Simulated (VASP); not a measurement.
# In2O3 (Ia-3) in VASP: single point with PBE

Aim: the single point of In2O3 with PBE.

All numbers are computed with VASP 6.6.1; they aren't measurements. Logs are shortened: lines on timing, memory, paths and dates and some standing lists are left out, and cuts for length are marked.

### 1 The cell of the first run

Symmetry: Ia-3, No. 206, cubic system. Conventional cell: a = 10.117 Å, b = 10.117 Å, c = 10.117 Å, α = 90.00°, β = 90.00°, γ = 90.00°. In (site symmetry -3) has 6 O at 2.16 Å within 2.9 Å. Within 2.8 Å of In (site symmetry 2) lie 6 O at 2.13 to 2.25 Å. O (site symmetry 1) has 4 In at 2.13 to 2.25 Å and 5 O at 2.80 to 2.91 Å within 3.0 Å.

### 2 Single point, PBE

Contents of INCAR:

```
ALGO = Normal
EDIFF = 1E-6
ENCUT = 520
GGA = PE
ISIF = 2
ISMEAR = 0
LASPH = T
LCHARG = F
LREAL = Auto
LWAVE = F
NBANDS = 202
NELM = 60
PREC = Accurate
SIGMA = 0.01
```

Contents of KPOINTS:

```
k-points
0
Gamma
  3 3 3
```

Contents of POSCAR:

```
In2O3
1.0
   -5.0585000000      5.0585000000      5.0585000000
    5.0585000000     -5.0585000000      5.0585000000
    5.0585000000      5.0585000000     -5.0585000000
In O
16 24
Direct
    0.5000000000      0.5000000000      0.5000000000
    0.5000000000      0.0000000000      0.0000000000
    0.0000000000      0.5000000000      0.0000000000
    0.0000000000      0.0000000000      0.5000000000
    0.2500000000      0.7163000000      0.4663000000
    0.7500000000      0.7837000000      0.0337000000
    0.4663000000      0.2500000000      0.7163000000
    0.0337000000      0.7500000000      0.7837000000
    0.7163000000      0.4663000000      0.2500000000
    0.7837000000      0.0337000000      0.7500000000
    0.7500000000      0.2837000000      0.5337000000
    0.2500000000      0.2163000000      0.9663000000
    0.5337000000      0.7500000000      0.2837000000
    0.9663000000      0.2500000000      0.2163000000
    0.2837000000      0.5337000000      0.7500000000
    0.2163000000      0.9663000000      0.2500000000
    0.5354000000      0.7708000000      0.5470000000
    0.7238000000      0.9884000000      0.9530000000
    0.9646000000      0.5116000000      0.2354000000
    0.7762000000      0.7292000000      0.2646000000
    0.5470000000      0.5354000000      0.7708000000
    0.9530000000      0.7238000000      0.9884000000
    0.2354000000      0.9646000000      0.5116000000
    0.2646000000      0.7762000000      0.7292000000
    0.7708000000      0.5470000000      0.5354000000
    0.9884000000      0.9530000000      0.7238000000
    0.5116000000      0.2354000000      0.9646000000
    0.7292000000      0.2646000000      0.7762000000
    0.4646000000      0.2292000000      0.4530000000
    0.2762000000      0.0116000000      0.0470000000
    0.0354000000      0.4884000000      0.7646000000
    0.2238000000      0.2708000000      0.7354000000
    0.4530000000      0.4646000000      0.2292000000
    0.0470000000      0.2762000000      0.0116000000
    0.7646000000      0.0354000000      0.4884000000
    0.7354000000      0.2238000000      0.2708000000
    0.2292000000      0.4530000000      0.4646000000
    0.0116000000      0.0470000000      0.2762000000
    0.4884000000      0.7646000000      0.0354000000
    0.2708000000      0.7354000000      0.2238000000
```

Potentials or basis: VASP PAW PBE potentials, release 64 (In_d, O).

On the command line:

```console
cat potpaw_PBE.64/In_d/POTCAR potpaw_PBE.64/O/POTCAR > POTCAR
mpirun -np 1 vasp_std > vasp.out
```

OUTCAR:

```text
EDIFF = 1E-6
   ENCUT = 520
   GGA = PE
   ISIF = 2
   ISMEAR = 0
   LASPH = T
   LREAL = Auto
   NELM = 60
   PREC = Accurate

 ion  position               nearest neighbor table
   1  0.500  0.500  0.500-  17 2.16  21 2.16  25 2.16  29 2.16  33 2.16  37 2.16   5 3.34   7 3.34
                             9 3.34  11 3.34  13 3.34  15 3.34   8 3.83  10 3.83   6 3.83  12 3.83
   2  0.500  0.000  0.000-  18 2.16  30 2.16  27 2.16  39 2.16  36 2.16  24 2.16   6 3.34   8 3.34
                             9 3.34  12 3.34  14 3.34  15 3.34  13 3.83   7 3.83  10 3.83  16 3.83
   3  0.000  0.500  0.000-  22 2.16  34 2.16  31 2.16  19 2.16  28 2.16  40 2.16   5 3.34   8 3.34
                            10 3.34  11 3.34  14 3.34  16 3.34  12 3.83   9 3.83  15 3.83   6 3.83
   4  0.000  0.000  0.500-  26 2.16  38 2.16  20 2.16  32 2.16  35 2.16  23 2.16   6 3.34   7 3.34
                            10 3.34  12 3.34  13 3.34  16 3.34   5 3.83   8 3.83  14 3.83  15 3.83
   5  0.250  0.716  0.466-  23 2.13  24 2.13  19 2.19  17 2.19  37 2.25  40 2.25   1 3.34   3 3.34
                            15 3.36  14 3.36  13 3.36  16 3.36   2 3.83   4 3.83   7 3.84   8 3.84
   6  0.750  0.784  0.034-  21 2.13  22 2.13  18 2.19  20 2.19  38 2.25  39 2.25   2 3.34   4 3.34
                            16 3.36  14 3.36  15 3.36  13 3.36   3 3.83   1 3.83   7 3.84   8 3.84
   7  0.466  0.250  0.716-  27 2.13  28 2.13  23 2.19  21 2.19  29 2.25  32 2.25   1 3.34   4 3.34
                            15 3.36  16 3.36  11 3.36  12 3.36   2 3.83   3 3.83   6 3.84   9 3.84
   8  0.034  0.750  0.784-  25 2.13  26 2.13  22 2.19  24 2.19  30 2.25  31 2.25   2 3.34   3 3.34
                            15 3.36  16 3.36  11 3.36  12 3.36   4 3.83   1 3.83   9 3.84  10 3.84
   9  0.716  0.466  0.250-  19 2.13  20 2.13  27 2.19  25 2.19  33 2.25  36 2.25   1 3.34   2 3.34
[... 37 lines left out ...]
  39  0.488  0.765  0.035-  13 2.13   2 2.16  15 2.19   6 2.25
  40  0.271  0.735  0.224-  13 2.13   3 2.16  16 2.19   5 2.25

  LATTYP: Found a body centered cubic cell.
 ALAT       =    10.1170000000

  Lattice vectors:

 A1 = (  -5.0585000000,   5.0585000000,   5.0585000000)
 A2 = (   5.0585000000,  -5.0585000000,   5.0585000000)
 A3 = (   5.0585000000,   5.0585000000,  -5.0585000000)

Analysis of symmetry for initial positions (statically):
=====================================================================
 Subroutine PRICEL returns:
 Original cell was already a primitive cell.

 Routine SETGRP: Setting up the symmetry group for a
 body centered cubic supercell.

 Subroutine GETGRP returns: Found 24 space group operations
 (whereof  6 operations were pure point group operations)
 out of a pool of 48 trial point group operations.

The static configuration has the point symmetry S_6 .
 The point group associated with its full space group is T_h .

Analysis of symmetry for dynamics (positions and initial velocities):
=====================================================================
 Subroutine PRICEL returns:
 Original cell was already a primitive cell.

 Routine SETGRP: Setting up the symmetry group for a
 body centered cubic supercell.

 Subroutine GETGRP returns: Found 24 space group operations
 (whereof  6 operations were pure point group operations)
 out of a pool of 48 trial point group operations.

The dynamic configuration has the point symmetry S_6 .
 The point group associated with its full space group is T_h .

 Subroutine INISYM returns: Found 24 space group operations
 (whereof  6 operations are pure point group operations),
 and found     1 'primitive' translations

----------------------------------------------------------------------------------------

                                     Primitive cell

  volume of cell :     517.7561

  direct lattice vectors                    reciprocal lattice vectors
    -5.058500000  5.058500000  5.058500000     0.000000000  0.098843531  0.098843531
     5.058500000 -5.058500000  5.058500000     0.098843531  0.000000000  0.098843531
     5.058500000  5.058500000 -5.058500000     0.098843531  0.098843531  0.000000000

  length of vectors
     8.761579010  8.761579010  8.761579010     0.139785862  0.139785862  0.139785862

  position of ions in fractional coordinates (direct lattice)
     0.500000000  0.500000000  0.500000000
     0.500000000  0.000000000  0.000000000
     0.000000000  0.500000000  0.000000000
     0.000000000  0.000000000  0.500000000
     0.250000000  0.716300000  0.466300000
     0.750000000  0.783700000  0.033700000
[... 32 lines left out ...]
     0.488400000  0.764600000  0.035400000
     0.270800000  0.735400000  0.223800000

  ion indices of the primitive-cell ions
   primitive index   ion index
                 1           1
                 2           2
                 3           3
                 4           4
                 5           5
                 6           6
[... 32 lines left out ...]
                39          39
                40          40

----------------------------------------------------------------------------------------

 KPOINTS: k-points

Automatic generation of k-mesh.
 Grid dimensions read from file:
 generate k-points for:    3    3    3

 Generating k-lattice:

  Cartesian coordinates                     Fractional coordinates (reciprocal lattice)
     0.000000000  0.032947844  0.032947844     0.333333333  0.000000000  0.000000000
     0.032947844  0.000000000  0.032947844     0.000000000  0.333333333  0.000000000
     0.032947844  0.032947844  0.000000000     0.000000000  0.000000000  0.333333333

  Length of vectors
     0.046595287  0.046595287  0.046595287

  Shift w.r.t. Gamma in fractional coordinates (k-lattice)
     0.000000000  0.000000000  0.000000000

 Subroutine IBZKPT returns following result:
 ===========================================

 Found      4 irreducible k-points:

 Following reciprocal coordinates:
            Coordinates               Weight
  0.000000  0.000000  0.000000      1.000000
  0.333333  0.000000  0.000000     12.000000
  0.333333  0.333333  0.000000      8.000000
 -0.333333  0.333333  0.333333      6.000000
   k-points           NKPTS =      4   k-points in BZ     NKDIM =      4   number of bands    NBANDS=    202
   number of dos      NEDOS =    301   number of ions     NIONS =     40
   total plane-waves  NPLWV = 343000
   dimension x,y,z NGX =    70 NGY =   70 NGZ =   70
   dimension x,y,z NGXF=   140 NGYF=  140 NGZF=  140
   ions per type =              16  24
   NGX,Y,Z   is equivalent  to a cutoff of  13.28, 13.28, 13.28 a.u.
   NGXF,Y,Z  is equivalent  to a cutoff of  26.56, 26.56, 26.56 a.u.
 SYSTEM =  unknown system
   PREC   = accura    normal or accurate (medium, high low for compatibility)
   ISTART =      0    job   : 0-new  1-cont  2-samecut
   ICHARG =      2    charge: 1-file 2-atom 10-const
   ISPIN  =      1    spin polarized calculation?
   LNONCOLLINEAR =      F non collinear calculations
   LSORBIT =      F    spin-orbit coupling
   LASPH  =      T    aspherical Exc in radial PAW
   ENCUT  =  520.0 eV  38.22 Ry    6.18 a.u.  16.29 16.29 16.29*2*pi/ulx,y,z
   NELM   =     60;   NELMIN=  2; NELMDL= -5     # of ELM steps
   EDIFF  = 0.1E-05   stopping-criterion for ELM
   LREAL  =      T    real-space projection
   EDIFFG = 0.1E-04   stopping-criterion for IOM
   NSW    =      0    number of steps for IOM
   IBRION =     -1    ionic relax: 0-MD 1-quasi-New 2-CG
   NFREE  =      0    steps in history (QN), initial steepest desc. (CG)
   ISIF   =      2    stress and relaxation
   ISYM   =      2    0-nonsym 1-usesym 2-fastsym
   POTIM  = 0.5000    time-step for ionic-motion
   TEBEG  =    0.0;   TEEND  =   0.0 temperature during run
   PSTRESS=    0.0 pullay stress
   NELECT =     352.0000    total number of electrons
   NUPDOWN=      -1.0000    fix difference up-down
   EMIN   =  10.00;   EMAX   =-10.00  energy-range for DOS
   EFERMI =   0.00;   METHOD = LEGACY
   ISMEAR =     0;   SIGMA  =   0.01  broadening in eV -4-tet -1-fermi 0-gaus
   EFERMI_NEDOS =   21; number of points for ismear=-14 and -15
   IALGO  =     38    algorithm
   IMIX   =      4    mixing-type and parameters
     AMIX     =   0.40;   BMIX     =  1.00
     AMIX_MAG =   1.60;   BMIX_MAG =  1.00
  volume/ion in A,a.u.               =      12.94        87.35
  Fermi-wavevector in a.u.,A,eV,Ry     =   1.439508  2.720275 28.193750  2.072182
  Thomas-Fermi vector in A             =   2.558355
   LORBIT       =      0    0 simple, 1 ext, 2 COOP (PROOUT), +10 PAW based schemes
   GGA     = PE    functional components
   LHFCALC =     F    Hartree Fock is set to
   AEXX    =    0.0000 exact exchange contribution
   IVDW    =     0    specifies the selected vdW correction
   LEPSILON=     F    determine dielectric tensor
   LRPA    =     F    only Hartree local field effects (RPA)
 non-spin polarized calculation
 Gauss-broadening in eV      SIGMA  =   0.01
  energy-cutoff  :      520.00
  volume of cell :      517.76
 maximum number of plane-waves:     13936
 NGX is ok and might be reduce to    70
   NGX = 33   NGY = 33   NGZ = 33

 number of electron     352.0000043 magnetization

 Free energy of the ion-electron system (eV)
  ---------------------------------------------------
  ext. energy  EPLUGINS =         0.00000000
  ---------------------------------------------------
  free energy    TOTEN  =      -222.26834123 eV

  energy without entropy =     -222.26834123  energy(sigma->0) =     -222.26834123

 E-fermi :   5.5957     XC(G=0): -11.0303

 val. band max:        5.5333294898   @ k =   0.0000   0.0000   0.0000
 cond. band min:       6.7271760059   @ k =   0.0000   0.0000   0.0000
 fundamental gap:      1.1938465161
 Fermi energy:         5.5956796530

 k-point     1 :       0.0000    0.0000    0.0000
  band No.  band energies     occupation
      1     -12.2680      2.00000
      2     -11.6445      2.00000
      3     -11.6445      2.00000
      4     -11.5941      2.00000
      5     -11.5941      2.00000
      6     -11.5941      2.00000
[... 753 lines left out ...]
    187      12.0034      0.00000
    188      12.0774      0.00000
 [bands above 188 left out]

------------------------ aborting loop because EDIFF is reached ----------------------------------------

  FORCE on cell =-STRESS in cart. coord.  units (eV):
  Direction    XX          YY          ZZ          XY          YZ          ZX
  --------------------------------------------------------------------------------------
  -------------------------------------------------------------------------------------
  Total       27.3588630     27.3588630     27.3588630      0.0000000     -0.0000000      0.0000000
  in kB       84.6609957     84.6609957     84.6609957      0.0000000     -0.0000000      0.0000000
  external PRESSURE =      84.6609957 kB  Pullay stress =       0.0000000 kB

 VOLUME and BASIS-vectors are now :
 -----------------------------------------------------------------------------
  energy-cutoff  :      520.00
  volume of cell :      517.76
      direct lattice vectors                 reciprocal lattice vectors
    -5.058500000  5.058500000  5.058500000     0.000000000  0.098843531  0.098843531
     5.058500000 -5.058500000  5.058500000     0.098843531  0.000000000  0.098843531
     5.058500000  5.058500000 -5.058500000     0.098843531  0.098843531  0.000000000

 POSITION                                       TOTAL-FORCE (eV/Angst)
 -----------------------------------------------------------------------------------
      2.52925      2.52925      2.52925         0.000000     -0.000000      0.000000
     -2.52925      2.52925      2.52925         0.000000     -0.000000      0.000000
      2.52925     -2.52925      2.52925         0.000000     -0.000000      0.000000
      2.52925      2.52925     -2.52925         0.000000     -0.000000      0.000000
      4.71756      0.00000      2.52925         0.024505     -0.000000      0.000000
      0.34094      0.00000      7.58775        -0.024505     -0.000000      0.000000
[... 32 lines left out ...]
      1.57623     -1.21809      6.15923        -0.173264      0.260758     -0.111801
      3.48227     -1.21809      3.95777         0.173264      0.260758      0.111801
 -----------------------------------------------------------------------------------
    total drift:                                0.000000      0.000000      0.000000

  FREE ENERGIE OF THE ION-ELECTRON SYSTEM (eV)
  ---------------------------------------------------
  free  energy   TOTEN  =      -222.2683412264 eV

  energy  without entropy=     -222.2683412264  energy(sigma->0) =     -222.26834123
```

Run time: 32 min. Hardware: 1 thread of Intel Xeon 8259CL, shared host; peak memory 0.83 GiB.

Results:

| Property | Result |
| --- | --- |
| Free energy | -222.2683 eV |
| Pressure | 8.5 GPa |
| Largest force | 0.332 eV/Å |
| Band gap on the k mesh | 1.19 eV |

Forces in eV/Å, atoms in the order of the input:
```
In   0.000  0.000  0.000
In   0.000  0.000  0.000
In   0.000  0.000  0.000
In   0.000  0.000  0.000
In   0.025  0.000  0.000
In  -0.025  0.000  0.000
In   0.000  0.025  0.000
In   0.000 -0.025  0.000
In   0.000  0.000  0.025
In   0.000  0.000 -0.025
In  -0.025  0.000  0.000
In   0.025  0.000  0.000
In   0.000 -0.025  0.000
In   0.000  0.025  0.000
In   0.000  0.000 -0.025
In   0.000  0.000  0.025
O    0.112 -0.173  0.261
O   -0.112  0.173  0.261
O    0.112  0.173 -0.261
O   -0.112 -0.173 -0.261
O    0.261  0.112 -0.173
O    0.261 -0.112  0.173
O   -0.261  0.112  0.173
O   -0.261 -0.112 -0.173
O   -0.173  0.261  0.112
O    0.173  0.261 -0.112
O    0.173 -0.261  0.112
O   -0.173 -0.261 -0.112
O   -0.112  0.173 -0.261
O    0.112 -0.173 -0.261
O   -0.112 -0.173  0.261
O    0.112  0.173  0.261
O   -0.261 -0.112  0.173
O   -0.261  0.112 -0.173
O    0.261 -0.112 -0.173
O    0.261  0.112  0.173
O    0.173 -0.261 -0.112
O   -0.173 -0.261  0.112
O   -0.173  0.261 -0.112
O    0.173  0.261  0.112
```

Caveat: the cell stands under pressure; spin-orbit coupling is left out, which moves the levels of the heavy elements. A hybrid or GW would open this gap; PBE tends to underestimate it.
